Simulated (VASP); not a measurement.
The system is In2GaAs3.

```
In Ga As
1.0
    -2.14018    2.14018    9.06006
     2.14018   -2.14018    9.06006
     2.14018    2.14018   -9.06006
In Ga As
2 1 3
Direct
  0.33676 0.33676 0.00000
  0.66324 0.66324 0.00000
  0.00000 0.00000 0.00000
  0.25000 0.75000 0.50000
  0.57547 0.07548 0.50000
  0.92453 0.42452 0.50000
```

Base run:

* Program: VASP 6.6.1
* Functional: PBEsol
* Potentials or basis: VASP PAW PBE potentials, release 64 (In_d, Ga_d, As)
* Cutoff: 520 eV
* k mesh: 8 × 8 × 8, shifted
* Occupations: gaussian, width 0.1 eV
* Spin: no spin polarisation

Its results: band gap on the k mesh 0.10 eV; pressure -2.6 GPa; largest force 0.044 eV/Å.

Question: After a change of settings the same cell gave: band gap on the k mesh zero (filled and empty bands touch); pressure -2.4 GPa; largest force 0.043 eV/Å. Which change was it?
A. k mesh from 8 × 8 × 8, shifted to 1 × 1 × 1, through Γ; further incar settings from ALGO = Normal; EDIFF = 1e-07; NBANDS = 36 to ALGO = Normal; EDIFF = 1e-06; NBANDS = 36
B. k mesh from 8 × 8 × 8, shifted to 4 × 4 × 4, through Γ
C. k mesh from 8 × 8 × 8, shifted to 2 × 2 × 2, through Γ; further incar settings from ALGO = Normal; EDIFF = 1e-07; NBANDS = 36 to ALGO = Normal; EDIFF = 1e-06; NBANDS = 36
D. k mesh from 8 × 8 × 8, shifted to 6 × 6 × 6, shifted; further incar settings from ALGO = Normal; EDIFF = 1e-07; NBANDS = 36 to ALGO = Normal; EDIFF = 1e-06; NBANDS = 36

Answer: B.

Caveats: some runs use coarse meshes; the PAW data sets were made with another functional, which shifts forces and pressure a little; spin-orbit coupling is left out, which moves the levels of the heavy elements; a shifted mesh leaves out Γ, where band edges can lie (at least some runs); semilocal functionals underestimate gaps, so a narrow gap can read as zero (at least some runs).
